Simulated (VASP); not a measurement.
## Si: single point with LDA

Si:

```
CELL_PARAMETERS angstrom
4.55214 -2.43471 0.00000
4.55214 2.43471 0.00000
0.00000 0.00000 5.32765
ATOMIC_POSITIONS crystal
Si 0.50000 0.50000 0.77051
Si 0.50000 0.50000 0.22949
Si 0.00000 0.00000 0.27051
Si 0.00000 0.00000 0.72949
Si 0.66035 0.80593 0.50000
Si 0.22622 0.22622 0.00000
Si 0.27378 0.27378 0.50000
Si 0.77378 0.77378 0.00000
```

This cell differs from its parent crystal: atom 5 (Si) moved +0.360 Å towards its neighbour atom 7 (Si) at 2.473 Å.

```json
{"Program": "VASP 6.6.1", "Task": "single point", "Functional": "LDA", "Potentials or basis": "VASP PAW LDA potentials, release 64 (Si)", "Cutoff": "520 eV", "k mesh": "10 × 10 × 8", "Occupations": "gaussian, width 0.15 eV", "Spin": "no spin polarisation", "Dipole correction": "no", "Further INCAR settings": "ALGO = Normal; EDIFF = 1e-06; NBANDS = 26"}
```

| Item | Value |
| --- | --- |
| Pressure | 2.2 GPa |
| Largest force | 4.135 eV/Å |
| Band gap on the k mesh | zero (bands 16 and 17 overlap by 3.00 eV) |

Forces on the atoms (eV/Å):
```
Si   0.168  0.086 -0.099
Si   0.168  0.086  0.099
Si   0.001  0.124  0.058
Si   0.001  0.124 -0.058
Si  -0.819 -4.053  0.000
Si   0.084  0.175  0.000
Si   0.471  3.425  0.000
Si  -0.073  0.034  0.000
```

Stress tensor (GPa, compression positive):
```
-0.83  0.50  0.00
 0.50  8.35  0.00
 0.00  0.00 -0.78
```

Levels at points of the mesh, in eV from the Fermi level:
```csv
k point,band 13,band 14,band 15,band 16,band 17,band 18,band 19,band 20
"(0.00, 0.00, 0.00)",-2.48,-2.36,-2.03,-1.95,-1.82,-1.77,-1.69,1.27
"(0.50, 0.00, 0.00)",-2.19,-2.01,-0.66,-0.17,1.89,2.11,2.19,2.31
"(0.00, 0.50, 0.00)",-2.20,-2.12,-0.67,-0.21,2.16,2.21,2.27,2.36
"(0.50, 0.50, 0.00)",-2.51,-2.07,-1.66,0.59,0.67,1.70,1.91,2.51
"(0.00, 0.00, 0.50)",-4.33,-3.97,-2.79,-2.72,2.59,2.70,3.18,3.44
"(0.50, 0.00, 0.50)",-1.18,-1.05,-0.21,0.07,0.13,0.23,0.41,0.94
"(0.00, 0.50, 0.50)",-1.15,-1.01,-0.20,-0.08,0.14,0.26,0.44,0.95
"(0.50, 0.50, 0.50)",-1.45,-1.31,-1.19,-0.58,-0.55,-0.54,1.66,2.09
```

Wall time 14 min on 1 thread of Intel Xeon 8259CL (shared host), peak memory 0.58 GiB.

Caveat: the cell differs from its parent crystal (atom 5 (Si) moved +0.360 Å towards its neighbour atom 7 (Si) at 2.473 Å); the stress differs along the axes, from -1 to 8 GPa; forces of over 1 eV/Å act on the atoms, so gaps and moduli don't describe the material at rest.
